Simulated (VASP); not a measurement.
# InAs (F-43m) in VASP: notebook

Aim: see how the results for InAs move with the level of theory and the settings. Levels: RPBE, PBEsol. Tasks: single point.

Everything below comes from runs of VASP 6.6.1. Logs are shortened: lines on timing, memory, paths and dates and some standing lists are left out, and cuts for length are marked.

### Step 1. The cell of the first run

Symmetry: F-43m, No. 216, cubic system. The conventional cell has a = 6.048 Å, b = 6.048 Å, c = 6.048 Å, α = 90.00°, β = 90.00°, γ = 90.00°. In (site symmetry -43m) has 4 As at 2.62 Å within 3.5 Å. Within 3.5 Å of As (site symmetry -43m) lie 4 In at 2.62 Å.

### Step 2. Single point, RPBE

The input, INCAR:

```
SYSTEM = InAs
PREC = Accurate ; ENCUT = 520
EDIFF = 1E-6 ; ISMEAR = 0
SIGMA = 0.05 ; LREAL = .FALSE.
LASPH = .TRUE. ; NELM = 100
ALGO = Normal ; ISIF = 2
LWAVE = .FALSE. ; LCHARG = .FALSE.
GGA = RP ; NBANDS = 16
```

The input, KPOINTS:

```
Automatic mesh
0
G
  6 6 6
  0 0 0
```

The input, POSCAR:

```
InAs
1.0
    0.0000000000      3.0240000793      3.0240000793
    3.0240000793      0.0000000000      3.0240000793
    3.0240000793      3.0240000793      0.0000000000
In As
1 1
Direct
    0.0000000000      0.0000000000      0.0000000000
    0.7500000000      0.7500000000      0.7500000000
```

Potentials or basis: VASP PAW PBE potentials, release 64 (In_d, As).

Command:

```sh
$ cat potpaw_PBE.64/In_d/POTCAR potpaw_PBE.64/As/POTCAR > POTCAR
$ mpirun -np 1 vasp_std > vasp.out
```

OUTCAR:

```text
SYSTEM = InAs
   PREC = Accurate
   ENCUT = 520
   EDIFF = 1E-6
   ISMEAR = 0
   LREAL = .FALSE.
   LASPH = .TRUE.
   NELM = 100
   ISIF = 2
   GGA = RP

 ion  position               nearest neighbor table
   1  0.000  0.000  0.000-   2 2.62   2 2.62   2 2.62   2 2.62
   2  0.750  0.750  0.750-   1 2.62   1 2.62   1 2.62   1 2.62

  LATTYP: Found a face centered cubic cell.
 ALAT       =     6.0480001586

  Lattice vectors:

 A1 = (   0.0000000000,   3.0240000793,   3.0240000793)
 A2 = (   3.0240000793,   0.0000000000,   3.0240000793)
 A3 = (   3.0240000793,   3.0240000793,   0.0000000000)

Analysis of symmetry for initial positions (statically):
=====================================================================
 Subroutine PRICEL returns:
 Original cell was already a primitive cell.

 Routine SETGRP: Setting up the symmetry group for a
 face centered cubic supercell.

 Subroutine GETGRP returns: Found 24 space group operations
 (whereof 24 operations were pure point group operations)
 out of a pool of 48 trial point group operations.

The static configuration has the point symmetry T_d .

Analysis of symmetry for dynamics (positions and initial velocities):
=====================================================================
 Subroutine PRICEL returns:
 Original cell was already a primitive cell.

 Routine SETGRP: Setting up the symmetry group for a
 face centered cubic supercell.

 Subroutine GETGRP returns: Found 24 space group operations
 (whereof 24 operations were pure point group operations)
 out of a pool of 48 trial point group operations.

The dynamic configuration has the point symmetry T_d .

 Subroutine INISYM returns: Found 24 space group operations
 (whereof 24 operations are pure point group operations),
 and found     1 'primitive' translations

----------------------------------------------------------------------------------------

                                     Primitive cell

  volume of cell :      55.3064

  direct lattice vectors                    reciprocal lattice vectors
     0.000000000  3.024000079  3.024000079    -0.165343911  0.165343911  0.165343911
     3.024000079  0.000000000  3.024000079     0.165343911 -0.165343911  0.165343911
     3.024000079  3.024000079  0.000000000     0.165343911  0.165343911 -0.165343911

  length of vectors
     4.276581925  4.276581925  4.276581925     0.286384055  0.286384055  0.286384055

  position of ions in fractional coordinates (direct lattice)
     0.000000000  0.000000000  0.000000000
     0.750000000  0.750000000  0.750000000

  ion indices of the primitive-cell ions
   primitive index   ion index
                 1           1
                 2           2

----------------------------------------------------------------------------------------

 KPOINTS: Automatic mesh

Automatic generation of k-mesh.
 Grid dimensions read from file:
 generate k-points for:    6    6    6

 Generating k-lattice:

  Cartesian coordinates                     Fractional coordinates (reciprocal lattice)
    -0.027557319  0.027557319  0.027557319     0.166666667  0.000000000  0.000000000
     0.027557319 -0.027557319  0.027557319     0.000000000  0.166666667  0.000000000
     0.027557319  0.027557319 -0.027557319     0.000000000  0.000000000  0.166666667

  Length of vectors
     0.047730676  0.047730676  0.047730676

  Shift w.r.t. Gamma in fractional coordinates (k-lattice)
     0.000000000  0.000000000  0.000000000

 Subroutine IBZKPT returns following result:
 ===========================================

 Found     16 irreducible k-points:

 Following reciprocal coordinates:
            Coordinates               Weight
  0.000000  0.000000  0.000000      1.000000
  0.166667  0.000000  0.000000      8.000000
  0.333333  0.000000  0.000000      8.000000
  0.500000  0.000000  0.000000      4.000000
  0.166667  0.166667  0.000000      6.000000
  0.333333  0.166667  0.000000     24.000000
[... 8 lines left out ...]
 -0.333333  0.333333  0.166667     24.000000
 -0.333333  0.500000  0.166667     12.000000
   k-points           NKPTS =     16   k-points in BZ     NKDIM =     16   number of bands    NBANDS=     16
   number of dos      NEDOS =    301   number of ions     NIONS =      2
   total plane-waves  NPLWV =  32768
   dimension x,y,z NGX =    32 NGY =   32 NGZ =   32
   dimension x,y,z NGXF=    64 NGYF=   64 NGZF=   64
   ions per type =               1   1
   NGX,Y,Z   is equivalent  to a cutoff of  12.44, 12.44, 12.44 a.u.
   NGXF,Y,Z  is equivalent  to a cutoff of  24.88, 24.88, 24.88 a.u.
 SYSTEM =  InAs
   PREC   = accura    normal or accurate (medium, high low for compatibility)
   ISTART =      0    job   : 0-new  1-cont  2-samecut
   ICHARG =      2    charge: 1-file 2-atom 10-const
   ISPIN  =      1    spin polarized calculation?
   LNONCOLLINEAR =      F non collinear calculations
   LSORBIT =      F    spin-orbit coupling
   LASPH  =      T    aspherical Exc in radial PAW
   ENCUT  =  520.0 eV  38.22 Ry    6.18 a.u.   7.95  7.95  7.95*2*pi/ulx,y,z
   NELM   =    100;   NELMIN=  2; NELMDL= -5     # of ELM steps
   EDIFF  = 0.1E-05   stopping-criterion for ELM
   LREAL  =      F    real-space projection
   EDIFFG = 0.1E-04   stopping-criterion for IOM
   NSW    =      0    number of steps for IOM
   IBRION =     -1    ionic relax: 0-MD 1-quasi-New 2-CG
   NFREE  =      0    steps in history (QN), initial steepest desc. (CG)
   ISIF   =      2    stress and relaxation
   ISYM   =      2    0-nonsym 1-usesym 2-fastsym
   POTIM  = 0.5000    time-step for ionic-motion
   TEBEG  =    0.0;   TEEND  =   0.0 temperature during run
   PSTRESS=    0.0 pullay stress
   NELECT =      18.0000    total number of electrons
   NUPDOWN=      -1.0000    fix difference up-down
   EMIN   =  10.00;   EMAX   =-10.00  energy-range for DOS
   EFERMI =   0.00;   METHOD = LEGACY
   ISMEAR =     0;   SIGMA  =   0.05  broadening in eV -4-tet -1-fermi 0-gaus
   EFERMI_NEDOS =   21; number of points for ismear=-14 and -15
   IALGO  =     38    algorithm
   IMIX   =      4    mixing-type and parameters
     AMIX     =   0.40;   BMIX     =  1.00
     AMIX_MAG =   1.60;   BMIX_MAG =  1.00
  volume/ion in A,a.u.               =      27.65       186.61
  Fermi-wavevector in a.u.,A,eV,Ry     =   1.126092  2.128005 17.253319  1.268083
  Thomas-Fermi vector in A             =   2.262772
   LORBIT       =      0    0 simple, 1 ext, 2 COOP (PROOUT), +10 PAW based schemes
   GGA     = RP    functional components
   LHFCALC =     F    Hartree Fock is set to
   AEXX    =    0.0000 exact exchange contribution
   IVDW    =     0    specifies the selected vdW correction
   LEPSILON=     F    determine dielectric tensor
   LRPA    =     F    only Hartree local field effects (RPA)
 non-spin polarized calculation
 Gauss-broadening in eV      SIGMA  =   0.05
  energy-cutoff  :      520.00
  volume of cell :       55.31
 maximum number of plane-waves:      1524
   NGX = 15   NGY = 15   NGZ = 15

 number of electron      17.9999990 magnetization

 Free energy of the ion-electron system (eV)
  ---------------------------------------------------
  ext. energy  EPLUGINS =         0.00000000
  ---------------------------------------------------
  free energy    TOTEN  =        -6.94117203 eV

  energy without entropy =       -6.94081039  energy(sigma->0) =       -6.94099121

 E-fermi :   4.6347     XC(G=0):  -8.9177

 val. band max:        4.6192750631   @ k =   0.0000   0.0000   0.0000
 cond. band min:       5.6720387769   @ k =   0.5000   0.0000   0.0000
 fundamental gap:      1.0527637138
 Fermi energy:         4.6346905596

 k-point     1 :       0.0000    0.0000    0.0000
  band No.  band energies     occupation
      1      -9.8007      2.00000
      2      -9.8007      2.00000
      3      -9.8007      2.00000
      4      -9.6772      2.00000
      5      -9.6772      2.00000
      6      -7.1967      2.00000
[... 8 lines left out ...]
     15      14.2809      0.00000
     16      14.2809      0.00000

 k-point     2 :       0.1667    0.0000    0.0000
  band No.  band energies     occupation
      1      -9.8332      2.00000
      2      -9.7911      2.00000
      3      -9.7911      2.00000
      4      -9.6772      2.00000
      5      -9.6772      2.00000
      6      -6.9159      2.00000
[... 8 lines left out ...]
     15      13.2531      0.00000
     16      13.3815      0.00000

 k-point     3 :       0.3333    0.0000    0.0000
  band No.  band energies     occupation
      1      -9.8925      2.00000
      2      -9.7752      2.00000
      3      -9.7752      2.00000
      4      -9.6733      2.00000
      5      -9.6733      2.00000
      6      -6.2173      2.00000
[... 8 lines left out ...]
     15      13.7336      0.00000
     16      13.7336      0.00000

 k-point     4 :       0.5000    0.0000    0.0000
  band No.  band energies     occupation
      1      -9.9199      2.00000
      2      -9.7696      2.00000
      3      -9.7696      2.00000
      4      -9.6690      2.00000
      5      -9.6690      2.00000
      6      -5.7349      2.00000
[... 8 lines left out ...]
     15      15.4044      0.00000
     16      15.4044      0.00000
[... 172 lines left out ...]
 k-point    14 :       0.5000    0.3333    0.1667
  band No.  band energies     occupation
      1      -9.9333      2.00000
      2      -9.7567      2.00000
      3      -9.7447      2.00000
      4      -9.6918      2.00000
      5      -9.6658      2.00000
      6      -5.6871      2.00000
[... 8 lines left out ...]
     15      15.3234      0.00000
     16      16.6414      0.00000

 k-point    15 :      -0.3333    0.3333    0.1667
  band No.  band energies     occupation
      1      -9.9454      2.00000
      2      -9.7562      2.00000
      3      -9.7366      2.00000
      4      -9.6876      2.00000
      5      -9.6695      2.00000
      6      -5.3160      2.00000
[... 8 lines left out ...]
     15      15.5600      0.00000
     16      16.4083      0.00000

 k-point    16 :      -0.3333    0.5000    0.1667
  band No.  band energies     occupation
      1      -9.9615      2.00000
      2      -9.7428      2.00000
      3      -9.7263      2.00000
      4      -9.6983      2.00000
      5      -9.6638      2.00000
      6      -5.1556      2.00000
[... 8 lines left out ...]
     15      16.2763      0.00000
     16      16.5663      0.00000

------------------------ aborting loop because EDIFF is reached ----------------------------------------

  FORCE on cell =-STRESS in cart. coord.  units (eV):
  Direction    XX          YY          ZZ          XY          YZ          ZX
  --------------------------------------------------------------------------------------
  -------------------------------------------------------------------------------------
  Total        1.9900118      1.9900118      1.9900118      0.0000000      0.0000000      0.0000000
  in kB       57.6488760     57.6488760     57.6488760      0.0000000      0.0000000      0.0000000
  external PRESSURE =      57.6488760 kB  Pullay stress =       0.0000000 kB

 VOLUME and BASIS-vectors are now :
 -----------------------------------------------------------------------------
  energy-cutoff  :      520.00
  volume of cell :       55.31
      direct lattice vectors                 reciprocal lattice vectors
     0.000000000  3.024000079  3.024000079    -0.165343911  0.165343911  0.165343911
     3.024000079  0.000000000  3.024000079     0.165343911 -0.165343911  0.165343911
     3.024000079  3.024000079  0.000000000     0.165343911  0.165343911 -0.165343911

 POSITION                                       TOTAL-FORCE (eV/Angst)
 -----------------------------------------------------------------------------------
      0.00000      0.00000      0.00000         0.000000      0.000000      0.000000
      4.53600      4.53600      4.53600        -0.000000     -0.000000     -0.000000
 -----------------------------------------------------------------------------------
    total drift:                                0.000000      0.000000      0.000000

  FREE ENERGIE OF THE ION-ELECTRON SYSTEM (eV)
  ---------------------------------------------------
  free  energy   TOTEN  =        -6.9411720341 eV

  energy  without entropy=       -6.9408103902  energy(sigma->0) =       -6.94099121
```

It took 6.1 s on 1 thread of Intel Xeon 6975P-C, shared host; peak memory 0.18 GiB.

Results:

```yaml
Free_energy: -6.9412 eV
Pressure: 5.8 GPa
Band_gap_on_the_k_mesh: zero (filled and empty bands touch)
```

Caveat: the PAW data sets were made with another functional, which shifts forces and pressure a little; spin-orbit coupling is left out, which moves the levels of the heavy elements.

### Step 3. Single point, PBEsol (volume scaled by 1.02)

The input, INCAR:

```
SYSTEM = InAs
PREC     = Accurate       ! precision mode
ENCUT    = 520            ! plane-wave cutoff, eV
EDIFF    = 1E-6           ! SCF threshold, eV
ISMEAR   = 0              ! smearing method
SIGMA    = 0.05           ! smearing width, eV
LREAL    = .FALSE.        ! projectors in reciprocal space
LASPH    = .TRUE.         ! aspherical terms in the spheres
NELM     = 60             ! most SCF steps
ALGO     = Normal         ! electronic algorithm
ISIF     = 2              ! what is computed and relaxed
LWAVE    = .FALSE.        ! write WAVECAR
LCHARG   = .TRUE.         ! write CHGCAR
GGA      = PS             ! functional
LELF     = .TRUE.         ! ELF
LVHAR    = .TRUE.       
NBANDS   = 16             ! bands
```

KPOINTS is that of step 2.

The input, POSCAR:

```
InAs
1.0
    0.0000000000      3.0649942784      3.0649942784
    3.0649942784      0.0000000000      3.0649942784
    3.0649942784      3.0649942784      0.0000000000
In As
1 1
Direct
    0.0000000000      0.0000000000      0.0000000000
    0.7500000000      0.7500000000      0.7500000000
```

Potentials or basis: VASP PAW PBE potentials, release 64 (In_d, As).

Command:

```sh
$ cat potpaw_PBE.64/In_d/POTCAR potpaw_PBE.64/As/POTCAR > POTCAR
$ mpirun -np 1 vasp_std > vasp.out
```

Wall time 7.2 s (1 thread of Intel Xeon 6975P-C, shared host); peak memory 0.18 GiB.

Results (log left out):

```
Free energy            : -8.4684 eV
Pressure               : -1.0 GPa
Band gap on the k mesh : zero (filled and empty bands touch)
```

Levels at points of the mesh, in eV from the Fermi level:
| k point | band 7 | band 8 | band 9 | band 10 | band 11 | band 12 |
| --- | --- | --- | --- | --- | --- | --- |
| (0.00, 0.00, 0.00) | -0.51 | -0.02 | -0.02 | -0.02 | 3.82 | 3.82 |
| (0.50, 0.00, 0.00) | -5.63 | -0.95 | -0.95 | 0.77 | 4.58 | 4.58 |
| (0.50, 0.50, 0.00) | -5.73 | -2.23 | -2.23 | 1.48 | 1.95 | 8.80 |

Caveat: the PAW data sets were made with another functional, which shifts forces and pressure a little; spin-orbit coupling is left out, which moves the levels of the heavy elements.
